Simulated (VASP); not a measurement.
Write the native input for VASP 6.6.1 that does the following.

```yaml
Task: single point
Functional: r2SCAN0
Potentials_or_basis: VASP PAW PBE potentials, release 64 (C)
Cutoff: 520 eV
k_mesh: 8 × 8 × 8
Occupations: gaussian, width 0.01 eV
Spin: no spin polarisation
Dipole_correction: no
Grid_for_exact_exchange_PRECFOCK: Normal
Further_INCAR_settings: ALGO = Normal; EDIFF = 1e-06; NBANDS = 11
Share_of_exact_exchange: 0.25
```

Crystal: C.

```xyz
2
Lattice="0.0000 1.7801 1.7801 1.7801 0.0000 1.7801 1.7801 1.7801 0.0000" Properties=species:S:1:pos:R:3 pbc="T T T"
C     0.0000    0.0000    0.0000
C     0.8901    0.8901    0.8901
```

These files were run (other wordings do the same):

POSCAR

```
C
1.0
    0.0000000000      1.7801241426      1.7801241426
    1.7801241426      0.0000000000      1.7801241426
    1.7801241426      1.7801241426      0.0000000000
C
2
Direct
    0.0000000000      0.0000000000      0.0000000000
    0.2500000000      0.2500000000      0.2500000000
```

INCAR.step1

```
ALGO     = Normal         # electronic algorithm
EDIFF    = 1E-5           # SCF threshold, eV
ENCUT    = 520            # plane-wave cutoff, eV
GGA      = PE             # functional
ISIF     = 2              # what is computed and relaxed
ISMEAR   = 0              # smearing method
LASPH    = True           # aspherical terms in the spheres
LCHARG   = False          # write CHGCAR
LREAL    = False          # projectors in reciprocal space
LWAVE    = True           # write WAVECAR
NBANDS   = 11             # bands
NELM     = 80             # most SCF steps
PREC     = Accurate       # precision mode
SIGMA    = 0.01           # smearing width, eV
```

INCAR.step2

```
AEXX     = 0.25           # exact-exchange fraction
ALGO     = Normal         # electronic algorithm
EDIFF    = 1E-6           # SCF threshold, eV
ENCUT    = 520            # plane-wave cutoff, eV
ISIF     = 2              # what is computed and relaxed
ISMEAR   = 0              # smearing method
ISTART   = 1            
LASPH    = True           # aspherical terms in the spheres
LCHARG   = False          # write CHGCAR
LHFCALC  = True           # exact exchange
LMIXTAU  = True         
LREAL    = False          # projectors in reciprocal space
LWAVE    = False          # write WAVECAR
METAGGA  = R2SCAN         # meta-GGA
NBANDS   = 11             # bands
NELM     = 80             # most SCF steps
PREC     = Accurate       # precision mode
PRECFOCK = Normal       
SIGMA    = 0.01           # smearing width, eV
```

KPOINTS

```
k-points
0
Gamma
  8 8 8
```

Potentials or basis: VASP PAW PBE potentials, release 64 (C).

Run with:

```console
$ cat potpaw_PBE.64/C/POTCAR > POTCAR
$ cp INCAR.step1 INCAR
$ mpirun -np 1 vasp_std > vasp.out
$ cp INCAR.step2 INCAR
$ mpirun -np 1 vasp_std > vasp.out
```

It gave:

```json
{
  "Pressure": "-6.9 GPa",
  "Band gap on the k mesh": "6.14 eV (least direct gap 7.83 eV)"
}
```

Caveat: the cell stands under tension; the PAW data sets were made with another functional, which shifts forces and pressure a little.

It took 9.9 min on 1 thread of Intel(R) Xeon(R) Platinum 8259CL CPU @ 2.50GHz (Skylake/Cascade Lake), with other jobs on the host, peak memory 0.13 GiB.
